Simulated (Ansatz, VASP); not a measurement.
## Two plane-wave programs on Mg

INCAR

```
PREC = Accurate ; ENCUT = 520
EDIFF = 1E-8 ; ISMEAR = -1
SIGMA = 0.03 ; LREAL = False
LASPH = True ; NELM = 60
ALGO = Normal ; ISIF = 2
LWAVE = False ; LCHARG = False
LEFG = True ; NBANDS = 7
```

The input KPOINTS:

```
Automatic mesh
0
Gamma
  16 16 16
```

The input POSCAR:

```
Mg
1.0
    0.0000000000      2.1984420020      2.1984420020
    2.1984420020      0.0000000000      2.1984420020
    2.1984420020      2.1984420020      0.0000000000
Mg
1
Direct
    0.0000000000      0.0000000000      0.0000000000
```

Input for Ansatz:

```yaml
crystal:
  lattice:
    - [0.0, 2.198442002, 2.198442002]
    - [2.198442002, 0.0, 2.198442002]
    - [2.198442002, 2.198442002, 0.0]
  atoms:
    - { symbol: Mg, position: [0.0, 0.0, 0.0] }
kpoints:
  mp_grid: { grid: [16, 16, 16] }
scf:
  occupations: { method: fermi_dirac, width: 0.03 }
hamiltonian:
  xc: lda
  pseudopotentials: { kind: paw }
output:
  forces: true
  stress: true
  eigenvalues: true
  efg: { contact_densities: true }
```

Change from the starting cell: volume scaled by 0.94, PAW files.

Alike in both runs: task electric field gradients; functional LDA; k mesh 16 × 16 × 16; occupations fermi-dirac, width 0.03 eV; no spin polarisation.

|  | VASP | Ansatz |
| --- | --- | --- |
| version | VASP 6.6.1 | Ansatz 0.2.0 |
| potentials or method | VASP PAW LDA potentials, release 64 (Mg) | PAW with Ansatz's default frozen-core files, scalar-relativistic |
| plane-wave cutoff (eV) | 520 | 420 |
| valence electrons in the cell | 2 | 10 |

VASP gave:

| Property | Result |
| --- | --- |
| pressure (GPa) | 0.7 |

What did Ansatz give for the same quantities?

Pressure (GPa): 1.0.

LDA's correlation is that of Perdew and Zunger in VASP and of Perdew and Wang (1992) in Ansatz. VASP's potentials hold 2 valence electrons a cell and Ansatz's 10, so a difference there can come from the potentials and not from the codes.
